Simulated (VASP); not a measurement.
# SnO (P4/nmm) in VASP: dielectric tensor with PBEsol

Aim: the dielectric tensor of SnO with PBEsol.

All numbers are computed with VASP 6.6.1; they aren't measurements. Logs are shortened: lines on timing, memory, paths and dates and some standing lists are left out, and cuts for length are marked.

## (1) The cell of the first run

It takes space group P4/nmm (No. 129, tetragonal). Conventional cell: a = 3.814 Å, b = 3.814 Å, c = 4.887 Å, α = 90.00°, β = 90.00°, γ = 90.00°. Within 2.9 Å of Sn (site symmetry 4mm) lie 4 O at 2.23 Å. O (site symmetry -4m2) has 4 Sn at 2.23 Å and 4 O at 2.70 Å within 2.9 Å.

## (2) Dielectric tensor, PBEsol

The input, INCAR:

```
PREC = Accurate ; ENCUT = 520
EDIFF = 1E-8 ; ISMEAR = 0
SIGMA = 0.01 ; LREAL = False
LASPH = True ; NELM = 80
ALGO = Normal ; ISIF = 2
LWAVE = False ; LCHARG = False
GGA = PS ; LEPSILON = True
```

The input, KPOINTS:

```
regular mesh
0
Gamma
  7 7 6
```

The input, POSCAR:

```
SnO
1.0
    3.8136952200      0.0000000000      0.0000000000
    0.0000000000      3.8136952200      0.0000000000
    0.0000000000      0.0000000000      4.8869133000
Sn O
2 2
Direct
    0.5000000000      0.0000000000      0.7646261400
    0.0000000000      0.5000000000      0.2353738600
    0.0000000000      0.0000000000      0.0000000000
    0.5000000000      0.5000000000      0.0000000000
```

Potentials or basis: VASP PAW PBE potentials, release 64 (Sn_d, O).

The run is started by

```
$ cat potpaw_PBE.64/Sn_d/POTCAR potpaw_PBE.64/O/POTCAR > POTCAR
$ mpirun -np 1 vasp_std > vasp.out
```

OUTCAR:

```text
PREC = Accurate
   ENCUT = 520
   EDIFF = 1E-8
   ISMEAR = 0
   LREAL = False
   LASPH = True
   NELM = 80
   ISIF = 2
   GGA = PS
   LEPSILON = True

 ion  position               nearest neighbor table
   1  0.500  0.000  0.765-   3 2.23   4 2.23   4 2.23   3 2.23   2 3.54   2 3.54   2 3.54   2 3.54
                             2 3.74   2 3.74   2 3.74   2 3.74
   2  0.000  0.500  0.235-   3 2.23   4 2.23   3 2.23   4 2.23   1 3.54   1 3.54   1 3.54   1 3.54
                             1 3.74   1 3.74   1 3.74   1 3.74
   3  0.000  0.000  0.000-   1 2.23   2 2.23   2 2.23   1 2.23
   4  0.500  0.500  0.000-   1 2.23   2 2.23   1 2.23   2 2.23

  LATTYP: Found a simple tetragonal cell.
 ALAT       =     3.8136952200
 C/A-ratio  =     1.2814116016

  Lattice vectors:

 A1 = (   3.8136952200,   0.0000000000,   0.0000000000)
 A2 = (   0.0000000000,   3.8136952200,   0.0000000000)
 A3 = (   0.0000000000,   0.0000000000,   4.8869133000)

Analysis of symmetry for initial positions (statically):
=====================================================================
 Subroutine PRICEL returns:
 Original cell was already a primitive cell.

 Routine SETGRP: Setting up the symmetry group for a
 simple tetragonal supercell.

 Subroutine GETGRP returns: Found 16 space group operations
 (whereof  8 operations were pure point group operations)
 out of a pool of 16 trial point group operations.

The static configuration has the point symmetry D_2d.
 The point group associated with its full space group is D_4h.

Analysis of symmetry for dynamics (positions and initial velocities):
=====================================================================
 Subroutine PRICEL returns:
 Original cell was already a primitive cell.

 Routine SETGRP: Setting up the symmetry group for a
 simple tetragonal supercell.

 Subroutine GETGRP returns: Found 16 space group operations
 (whereof  8 operations were pure point group operations)
 out of a pool of 16 trial point group operations.

The dynamic configuration has the point symmetry D_2d.
 The point group associated with its full space group is D_4h.

 Subroutine INISYM returns: Found 16 space group operations
 (whereof  8 operations are pure point group operations),
 and found     1 'primitive' translations

----------------------------------------------------------------------------------------

                                     Primitive cell

  volume of cell :      71.0766

  direct lattice vectors                    reciprocal lattice vectors
     3.813695220  0.000000000  0.000000000     0.262212878  0.000000000  0.000000000
     0.000000000  3.813695220  0.000000000     0.000000000  0.262212878  0.000000000
     0.000000000  0.000000000  4.886913300     0.000000000  0.000000000  0.204628144

  length of vectors
     3.813695220  3.813695220  4.886913300     0.262212878  0.262212878  0.204628144

  position of ions in fractional coordinates (direct lattice)
     0.500000000  0.000000000  0.764626140
     0.000000000  0.500000000  0.235373860
     0.000000000  0.000000000  0.000000000
     0.500000000  0.500000000  0.000000000

  ion indices of the primitive-cell ions
   primitive index   ion index
                 1           1
                 2           2
                 3           3
                 4           4

----------------------------------------------------------------------------------------

 KPOINTS: regular mesh

Automatic generation of k-mesh.
 Grid dimensions read from file:
 generate k-points for:    7    7    6

 Generating k-lattice:

  Cartesian coordinates                     Fractional coordinates (reciprocal lattice)
     0.037458983  0.000000000  0.000000000     0.142857143  0.000000000  0.000000000
     0.000000000  0.037458983  0.000000000     0.000000000  0.142857143  0.000000000
     0.000000000  0.000000000  0.034104691     0.000000000  0.000000000  0.166666667

[... 86 lines left out ...]
   LRPA    =     F    only Hartree local field effects (RPA)
 non-spin polarized calculation
 Gauss-broadening in eV      SIGMA  =   0.01
  energy-cutoff  :      520.00
  volume of cell :       71.08
 maximum number of plane-waves:      1930
   NGX = 15   NGY = 15   NGZ = 19

--------------------------------------- Ionic step        1  -------------------------------------------

 number of electron      39.9999978 magnetization

 E-fermi :   6.9325     XC(G=0): -10.4021

 val. band max:        6.8195500424   @ k =   0.0000   0.0000   0.0000
 cond. band min:       7.1855319280   @ k =   0.4286   0.4286   0.0000
 fundamental gap:      0.3659818856
 Fermi energy:         6.9325105785

 k-point     1 :       0.0000    0.0000    0.0000
  band No.  band energies     occupation
      1     -15.0467      2.00000
      2     -14.6047      2.00000
      3     -14.6047      2.00000
      4     -14.6025      2.00000
      5     -14.5566      2.00000
      6     -14.5505      2.00000
[... 637 lines left out ...]
     23      11.8302      0.00000
     24      12.7289      0.00000

 [... further k-points ...]

  FORCE on cell =-STRESS in cart. coord.  units (eV):
  Direction    XX          YY          ZZ          XY          YZ          ZX
  --------------------------------------------------------------------------------------
  -------------------------------------------------------------------------------------
  Total       -0.1110130     -0.1110130     -0.1707664      0.0000000     -0.0000000      0.0000000
  in kB       -2.5024064     -2.5024064     -3.8493401      0.0000000     -0.0000000      0.0000000
  external PRESSURE =      -2.9513843 kB  Pullay stress =       0.0000000 kB

 VOLUME and BASIS-vectors are now :
 -----------------------------------------------------------------------------
  energy-cutoff  :      520.00
  volume of cell :       71.08
      direct lattice vectors                 reciprocal lattice vectors
     3.813695220  0.000000000  0.000000000     0.262212878  0.000000000  0.000000000
     0.000000000  3.813695220  0.000000000     0.000000000  0.262212878  0.000000000
     0.000000000  0.000000000  4.886913300     0.000000000  0.000000000  0.204628144

 POSITION                                       TOTAL-FORCE (eV/Angst)
 -----------------------------------------------------------------------------------
      1.90685      0.00000      3.73666        -0.000000      0.000000     -0.157844
      0.00000      1.90685      1.15025         0.000000      0.000000      0.157844
      0.00000      0.00000      0.00000         0.000000     -0.000000      0.000000
      1.90685      1.90685      0.00000        -0.000000      0.000000      0.000000
 -----------------------------------------------------------------------------------
    total drift:                                0.000000      0.000000      0.000000

  FREE ENERGIE OF THE ION-ELECTRON SYSTEM (eV)
  ---------------------------------------------------
  free  energy   TOTEN  =       -24.2072261021 eV

  energy  without entropy=      -24.2072261021  energy(sigma->0) =      -24.20722610

 HEAD OF MICROSCOPIC STATIC DIELECTRIC TENSOR (INDEPENDENT PARTICLE, excluding Hartree and local field effects)
 ------------------------------------------------------
           8.887306     0.000000    -0.000000
           0.000000     8.887306     0.000000
           0.000000     0.000000     7.425479
 ------------------------------------------------------

 Free energy of the ion-electron system (eV)
  ---------------------------------------------------
  ---------------------------------------------------
  free energy    TOTEN  =        -1.54363074 eV

  energy without entropy =       -1.54363074

------------------------ aborting loop because EDIFF is reached ----------------------------------------

--------------------------------------- Ionic step        2  -------------------------------------------

------------------------ aborting loop because EDIFF is reached ----------------------------------------

--------------------------------------- Ionic step        3  -------------------------------------------

 Free energy of the ion-electron system (eV)
  ---------------------------------------------------
  ---------------------------------------------------
  free energy    TOTEN  =        -1.29563127 eV

  energy without entropy =       -1.29563127

------------------------ aborting loop because EDIFF is reached ----------------------------------------

 PIEZOELECTRIC TENSOR FIELD DIRECTION 3  (e Angst)
 -----------------------------------------------------------------------------
    -0.00492  0.00000  0.00000           ( -0.00002  0.00000  0.00000)
     0.00000 -0.00492  0.00000           (  0.00000 -0.00002  0.00000)
     0.00000  0.00000  0.02180           (  0.00000  0.00000 -0.00000)

 PIEZOELECTRIC TENSOR FIELD DIRECTION 3  (C/m^2)
 -----------------------------------------------------------------------------
    -0.00111  0.00000  0.00000
     0.00000 -0.00111  0.00000
     0.00000  0.00000  0.00491

 MACROSCOPIC STATIC DIELECTRIC TENSOR (including local field effects in DFT)
 ------------------------------------------------------
           8.221317     0.000000    -0.000000
           0.000000     8.221317     0.000000
           0.000000    -0.000000     7.183736
 ------------------------------------------------------

 PIEZOELECTRIC TENSOR (including local field effects)  for field in x, y, z        (e  Angst)
          XX          YY          ZZ          XY          YZ          ZX
  --------------------------------------------------------------------------------
  x     0.00000     0.00000     0.00000     0.00000     0.00000     0.00000
  y    -0.00000    -0.00000     0.00000     0.00000     0.00000     0.00000
  z     0.00000     0.00000     0.00000     0.00000     0.00000     0.00000

 PIEZOELECTRIC TENSOR (including local field effects)  for field in x, y, z        (C/m^2)
          XX          YY          ZZ          XY          YZ          ZX
  --------------------------------------------------------------------------------
  x     0.00000     0.00000     0.00000     0.00000     0.00000     0.00000
  y    -0.00000    -0.00000     0.00000     0.00000     0.00000     0.00000
  z     0.00000     0.00000     0.00000     0.00000     0.00000     0.00000

 BORN EFFECTIVE CHARGES (including local field effects) (in |e|, cummulative output)
 ---------------------------------------------------------------------------------
 ion    1
    1     3.09488     0.00000     0.00000
    2     0.00000     3.09488     0.00000
    3     0.00000     0.00000     2.90767
 ion    2
    1     3.09488     0.00000     0.00000
    2     0.00000     3.09488     0.00000
    3     0.00000     0.00000     2.90767
 ion    3
    1    -3.09488     0.00000     0.00000
    2     0.00000    -3.09488     0.00000
    3     0.00000     0.00000    -2.90767
 ion    4
    1    -3.09488     0.00000    -0.00000
    2     0.00000    -3.09488     0.00000
    3     0.00000     0.00000    -2.90767
```

It took 16 min on 1 thread of AMD EPYC 7R43 (Zen 3), shared host; peak memory 0.37 GiB.

Results:

```
Band gap on the k mesh                  : 0.37 eV (least direct gap 1.96 eV)
Electronic dielectric tensor (diagonal) : 8.22, 8.22, 7.18
Born charges (mean of the diagonal)     : Sn +3.03; O -3.03 e
```

Electronic dielectric tensor:
```
8.22 0.00 0.00
0.00 8.22 0.00
0.00 0.00 7.18
```

Born effective charge tensors (e):
atom 1, Sn
```
3.09 0.00 0.00
0.00 3.09 0.00
0.00 0.00 2.91
```
atom 2, Sn
```
3.09 0.00 0.00
0.00 3.09 0.00
0.00 0.00 2.91
```
atom 3, O
```
-3.09  0.00  0.00
 0.00 -3.09  0.00
 0.00  0.00 -2.91
```
atom 4, O
```
-3.09  0.00  0.00
 0.00 -3.09  0.00
 0.00  0.00 -2.91
```

Caveat: the gap is small at this level, which inflates the dielectric constant; semilocal functionals underestimate gaps, and a narrow one can read as zero; the PAW data sets were made with another functional, which shifts forces and pressure a little; spin-orbit coupling is left out, which moves the levels of the heavy elements. A k mesh can miss the band edges.
